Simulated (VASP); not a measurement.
# ZnCd (Pm-3m) in VASP: vibrations by perturbation theory with PBEsol

Aim: the vibrations by perturbation theory of ZnCd with PBEsol.

All numbers are computed with VASP 6.6.1; they aren't measurements. Logs are shortened: lines on timing, memory, paths and dates and some standing lists are left out, and cuts for length are marked.

## 1. The cell of the first run

Symmetry: Pm-3m, No. 221, cubic system. Conventional cell: a = 3.299 Å, b = 3.299 Å, c = 3.299 Å, α = 90.00°, β = 90.00°, γ = 90.00°. Within 3.8 Å of Zn (site symmetry m-3m) lie 8 Cd at 2.86 Å and 6 Zn at 3.30 Å. Cd (site symmetry m-3m) has 8 Zn at 2.86 Å and 6 Cd at 3.30 Å within 3.8 Å.

## 2. Vibrations by perturbation theory, PBEsol

Contents of INCAR:

```
PREC     = Accurate       # precision mode
ENCUT    = 520            # plane-wave cutoff, eV
EDIFF    = 1E-8           # SCF threshold, eV
ISMEAR   = -1             # smearing method
SIGMA    = 0.15           # smearing width, eV
LREAL    = F              # projectors in reciprocal space
LASPH    = T              # aspherical terms in the spheres
NELM     = 100            # most SCF steps
ALGO     = Normal         # electronic algorithm
ISIF     = 2              # what is computed and relaxed
LWAVE    = F              # write WAVECAR
LCHARG   = F              # write CHGCAR
GGA      = PS             # functional
NBANDS   = 19             # bands
IBRION   = 8              # ionic algorithm
NSW      = 1              # ionic steps
```

Contents of KPOINTS:

```
Automatic mesh
0
Gamma
  12 12 12
```

Contents of POSCAR:

```
ZnCd
1.0
    3.2989115627      0.0000000000      0.0000000000
    0.0000000000      3.2989115627      0.0000000000
    0.0000000000      0.0000000000      3.2989115627
Zn Cd
1 1
Direct
    0.5000000000      0.5000000000      0.5000000000
    0.0000000000      0.0000000000      0.0000000000
```

Potentials or basis: VASP PAW PBE potentials, release 64 (Zn, Cd).

Started as:

```console
> cat potpaw_PBE.64/Zn/POTCAR potpaw_PBE.64/Cd/POTCAR > POTCAR
> mpirun -np 1 vasp_std > vasp.out
```

OUTCAR:

```text
PREC = Accurate
   ENCUT = 520
   EDIFF = 1E-8
   ISMEAR = -1
   LREAL = F
   LASPH = T
   NELM = 100
   ISIF = 2
   GGA = PS
   IBRION = 8
   NSW = 1

 ion  position               nearest neighbor table
   1  0.500  0.500  0.500-   2 2.86   2 2.86   2 2.86   2 2.86   2 2.86   2 2.86   2 2.86   2 2.86

   2  0.000  0.000  0.000-   1 2.86   1 2.86   1 2.86   1 2.86   1 2.86   1 2.86   1 2.86   1 2.86

  LATTYP: Found a simple cubic cell.
 ALAT       =     3.2989115627

  Lattice vectors:

 A1 = (   3.2989115627,   0.0000000000,   0.0000000000)
 A2 = (   0.0000000000,   3.2989115627,   0.0000000000)
 A3 = (   0.0000000000,   0.0000000000,   3.2989115627)

Analysis of symmetry for initial positions (statically):
=====================================================================
 Subroutine PRICEL returns:
 Original cell was already a primitive cell.

 Routine SETGRP: Setting up the symmetry group for a
 simple cubic supercell.

 Subroutine GETGRP returns: Found 48 space group operations
 (whereof 48 operations were pure point group operations)
 out of a pool of 48 trial point group operations.

The static configuration has the point symmetry O_h .

Analysis of symmetry for dynamics (positions and initial velocities):
=====================================================================
 Subroutine PRICEL returns:
 Original cell was already a primitive cell.

 Routine SETGRP: Setting up the symmetry group for a
 simple cubic supercell.

 Subroutine GETGRP returns: Found 48 space group operations
 (whereof 48 operations were pure point group operations)
 out of a pool of 48 trial point group operations.

The dynamic configuration has the point symmetry O_h .

 Subroutine INISYM returns: Found 48 space group operations
 (whereof 48 operations are pure point group operations),
 and found     1 'primitive' translations

----------------------------------------------------------------------------------------

                                     Primitive cell

  volume of cell :      35.9015

  direct lattice vectors                    reciprocal lattice vectors
     3.298911563  0.000000000  0.000000000     0.303130284  0.000000000  0.000000000
     0.000000000  3.298911563  0.000000000     0.000000000  0.303130284  0.000000000
     0.000000000  0.000000000  3.298911563     0.000000000  0.000000000  0.303130284

  length of vectors
     3.298911563  3.298911563  3.298911563     0.303130284  0.303130284  0.303130284

  position of ions in fractional coordinates (direct lattice)
     0.500000000  0.500000000  0.500000000
     0.000000000  0.000000000  0.000000000

  ion indices of the primitive-cell ions
   primitive index   ion index
                 1           1
                 2           2

----------------------------------------------------------------------------------------

 KPOINTS: Automatic mesh

Automatic generation of k-mesh.
 Grid dimensions read from file:
 generate k-points for:   12   12   12

 Generating k-lattice:

  Cartesian coordinates                     Fractional coordinates (reciprocal lattice)
     0.025260857  0.000000000  0.000000000     0.083333333  0.000000000  0.000000000
     0.000000000  0.025260857  0.000000000     0.000000000  0.083333333  0.000000000
     0.000000000  0.000000000  0.025260857     0.000000000  0.000000000  0.083333333

  Length of vectors
     0.025260857  0.025260857  0.025260857

  Shift w.r.t. Gamma in fractional coordinates (k-lattice)
     0.000000000  0.000000000  0.000000000

 Subroutine IBZKPT returns following result:
 ===========================================

 Found     84 irreducible k-points:

 Following reciprocal coordinates:
            Coordinates               Weight
  0.000000  0.000000  0.000000      1.000000
  0.083333  0.000000  0.000000      6.000000
  0.166667  0.000000  0.000000      6.000000
  0.250000  0.000000  0.000000      6.000000
  0.333333  0.000000  0.000000      6.000000
  0.416667  0.000000  0.000000      6.000000
[... 16 lines left out ...]
  0.333333  0.333333  0.000000     12.000000
  0.416667  0.333333  0.000000     24.000000
 [... further k-points ...]
   k-points           NKPTS =     84   k-points in BZ     NKDIM =     84   number of bands    NBANDS=     19
   number of dos      NEDOS =    301   number of ions     NIONS =      2
   total plane-waves  NPLWV =  21952
   dimension x,y,z NGX =    28 NGY =   28 NGZ =   28
   dimension x,y,z NGXF=    56 NGYF=   56 NGZF=   56
   ions per type =               1   1
   NGX,Y,Z   is equivalent  to a cutoff of  14.11, 14.11, 14.11 a.u.
   NGXF,Y,Z  is equivalent  to a cutoff of  28.22, 28.22, 28.22 a.u.
 SYSTEM =  unknown system
   PREC   = accura    normal or accurate (medium, high low for compatibility)
   ISTART =      0    job   : 0-new  1-cont  2-samecut
   ICHARG =      2    charge: 1-file 2-atom 10-const
   ISPIN  =      1    spin polarized calculation?
   LNONCOLLINEAR =      F non collinear calculations
   LSORBIT =      F    spin-orbit coupling
   LASPH  =      T    aspherical Exc in radial PAW
   ENCUT  =  520.0 eV  38.22 Ry    6.18 a.u.   6.13  6.13  6.13*2*pi/ulx,y,z
   NELM   =    100;   NELMIN=  2; NELMDL= -5     # of ELM steps
   EDIFF  = 0.1E-07   stopping-criterion for ELM
   LREAL  =      F    real-space projection
   EDIFFG = 0.1E-06   stopping-criterion for IOM
   NSW    =      1    number of steps for IOM
   IBRION =      8    ionic relax: 0-MD 1-quasi-New 2-CG
   NFREE  =      0    steps in history (QN), initial steepest desc. (CG)
   ISIF   =      2    stress and relaxation
   ISYM   =      2    0-nonsym 1-usesym 2-fastsym
   POTIM  = 0.5000    time-step for ionic-motion
   TEBEG  =    0.0;   TEEND  =   0.0 temperature during run
   PSTRESS=    0.0 pullay stress
   NELECT =      24.0000    total number of electrons
   NUPDOWN=      -1.0000    fix difference up-down
   EMIN   =  10.00;   EMAX   =-10.00  energy-range for DOS
   EFERMI =   0.00;   METHOD = LEGACY
   ISMEAR =    -1;   SIGMA  =   0.15  broadening in eV -4-tet -1-fermi 0-gaus
   EFERMI_NEDOS =   21; number of points for ismear=-14 and -15
   IALGO  =     38    algorithm
   IMIX   =      4    mixing-type and parameters
     AMIX     =   0.40;   BMIX     =  1.00
     AMIX_MAG =   1.60;   BMIX_MAG =  1.00
  volume/ion in A,a.u.               =      17.95       121.14
  Fermi-wavevector in a.u.,A,eV,Ry     =   1.431445  2.705038 27.878799  2.049034
  Thomas-Fermi vector in A             =   2.551180
   LORBIT       =      0    0 simple, 1 ext, 2 COOP (PROOUT), +10 PAW based schemes
   GGA     = PS    functional components
   LHFCALC =     F    Hartree Fock is set to
   AEXX    =    0.0000 exact exchange contribution
   IVDW    =     0    specifies the selected vdW correction
   LEPSILON=     F    determine dielectric tensor
   LRPA    =     F    only Hartree local field effects (RPA)
 non-spin polarized calculation
  energy-cutoff  :      520.00
  volume of cell :       35.90
 maximum number of plane-waves:       992
 NGX is ok and might be reduce to    28
   NGX = 13   NGY = 13   NGZ = 13

--------------------------------------- Ionic step        1  -------------------------------------------

 number of electron      24.0000016 magnetization

 Free energy of the ion-electron system (eV)
  ---------------------------------------------------
  ext. energy  EPLUGINS =         0.00000000
  ---------------------------------------------------
  free energy    TOTEN  =        -2.52508302 eV

  energy without entropy =       -2.47108749  energy(sigma->0) =       -2.49808526

 E-fermi :   3.1155     XC(G=0): -11.5691

 val. band max:        3.0850277316   @ k =   0.2500   0.1667   0.1667
 cond. band min:       3.1327432273   @ k =   0.5000   0.4167   0.1667
 fundamental gap:      0.0477154957
 Fermi energy:         3.1154858697

 k-point     1 :       0.0000    0.0000    0.0000
  band No.  band energies     occupation
      1      -6.7372      2.00000
      2      -6.5460      2.00000
      3      -6.5460      2.00000
      4      -5.8205      2.00000
      5      -5.8205      2.00000
      6      -5.8205      2.00000
[... 505 lines left out ...]
      6      -4.5574      2.00000
[... 11 lines left out ...]
     18      14.8035      0.00000
     19      18.4231      0.00000

 [... further k-points ...]
[... 5 lines left out ...]
  --------------------------------------------------------------------------------------
  -------------------------------------------------------------------------------------
  Total        0.0831554      0.0831554      0.0831554     -0.0000000     -0.0000000      0.0000000
  in kB        3.7109819      3.7109819      3.7109819     -0.0000000     -0.0000000      0.0000000
  external PRESSURE =       3.7109819 kB  Pullay stress =       0.0000000 kB

 VOLUME and BASIS-vectors are now :
 -----------------------------------------------------------------------------
  energy-cutoff  :      520.00
  volume of cell :       35.90
      direct lattice vectors                 reciprocal lattice vectors
     3.298911563  0.000000000  0.000000000     0.303130284  0.000000000  0.000000000
     0.000000000  3.298911563  0.000000000     0.000000000  0.303130284  0.000000000
     0.000000000  0.000000000  3.298911563     0.000000000  0.000000000  0.303130284

 POSITION                                       TOTAL-FORCE (eV/Angst)
 -----------------------------------------------------------------------------------
      1.64946      1.64946      1.64946         0.000000      0.000000      0.000000
      0.00000      0.00000      0.00000         0.000000      0.000000      0.000000
 -----------------------------------------------------------------------------------
    total drift:                                0.000000      0.000000      0.000000

  FREE ENERGIE OF THE ION-ELECTRON SYSTEM (eV)
  ---------------------------------------------------
  free  energy   TOTEN  =        -2.5250830230 eV

  energy  without entropy=       -2.4710874946  energy(sigma->0) =       -2.49808526

[... ionic steps 2 to 3 ...]

--------------------------------------- Ionic step        4  -------------------------------------------

------------------------ aborting loop because EDIFF is reached ----------------------------------------

[... ionic steps 5 to 6 ...]

--------------------------------------- Ionic step        7  -------------------------------------------

 Free energy of the ion-electron system (eV)
  ---------------------------------------------------
  ---------------------------------------------------
  free energy    TOTEN  =        -0.42503261 eV

  energy without entropy =       -0.42503261

------------------------ aborting loop because EDIFF is reached ----------------------------------------

 INTERNAL STRAIN TENSOR  FOR ION    2  DIRECTION 1   (eV/Angst):
 -----------------------------------------------------------------------------
    -0.01832  0.00000 -0.00000
     0.00000  0.00474  0.00000
    -0.00000  0.00000  0.00474

 INTERNAL STRAIN TENSOR FOR ION    2 for displacements in x,y,z  (eV/Angst):
          X           Y           Z          XY          YZ          ZX
  --------------------------------------------------------------------------------
  x     0.00000     0.00000     0.00000     0.00000     0.00000     0.00000
  y     0.00000     0.00000     0.00000     0.00000     0.00000     0.00000
  z     0.00000     0.00000     0.00000     0.00000     0.00000     0.00000

 SECOND DERIVATIVES (NOT SYMMETRIZED)
 ------------------------------------
               1X          1Y          1Z          2X          2Y          2Z
  1X    -2.263687    0.000000    0.000000    2.263687   -0.000000   -0.000000
  1Y     0.000000   -2.263687    0.000000   -0.000000    2.263687   -0.000000
  1Z     0.000000    0.000000   -2.263687   -0.000000   -0.000000    2.263687
  2X     2.233883    0.000000    0.000000   -2.233883   -0.000000   -0.000000
  2Y     0.000000    2.233883   -0.000000   -0.000000   -2.233883    0.000000
  2Z     0.000000    0.000000    2.233883   -0.000000   -0.000000   -2.233883

 Eigenvectors and eigenvalues of the dynamical matrix
 ----------------------------------------------------

   1 f  =    3.649338 THz    22.929469 2PiTHz  121.728823 cm-1    15.092444 meV
             X         Y         Z           dx          dy          dz
      1.649456  1.649456  1.649456     0.433401   -0.668929   -0.000000
      0.000000  0.000000  0.000000    -0.328372    0.506823   -0.000000
[... 21 lines left out ...]
   6 f/i=    0.011640 THz     0.073139 2PiTHz    0.388284 cm-1     0.048141 meV
             X         Y         Z           dx          dy          dz
      1.649456  1.649456  1.649456     0.004133   -0.098345   -0.595826
      0.000000  0.000000  0.000000     0.005454   -0.129800   -0.786400

--------------------------------------------------------------------------------------------------------

 ELASTIC MODULI CONTR FROM IONIC RELAXATION (kBar)
 Direction    XX          YY          ZZ          XY          YZ          ZX
 --------------------------------------------------------------------------------
 XX           0.0000      0.0000      0.0000      0.0000      0.0000      0.0000
 YY           0.0000      0.0000      0.0000      0.0000      0.0000      0.0000
 ZZ           0.0000      0.0000      0.0000      0.0000      0.0000      0.0000
 XY           0.0000      0.0000      0.0000      0.0000      0.0000      0.0000
 YZ           0.0000      0.0000      0.0000      0.0000      0.0000      0.0000
 ZX           0.0000      0.0000      0.0000      0.0000      0.0000      0.0000
 --------------------------------------------------------------------------------
```

It took 9.2 min on 1 thread of Intel Xeon 8259CL, shared host; peak memory 0.43 GiB.

Results:

```
Highest phonon frequency at Γ, LO-TO splitting left out : 122 cm⁻¹
```

Phonon frequencies in cm⁻¹ (negative: imaginary):
```tsv
q point	frequencies
(0.000, 0.000, 0.000)	0 0 0 122 122 122
```

Caveat: the PAW data sets were made with another functional, which shifts forces and pressure a little.
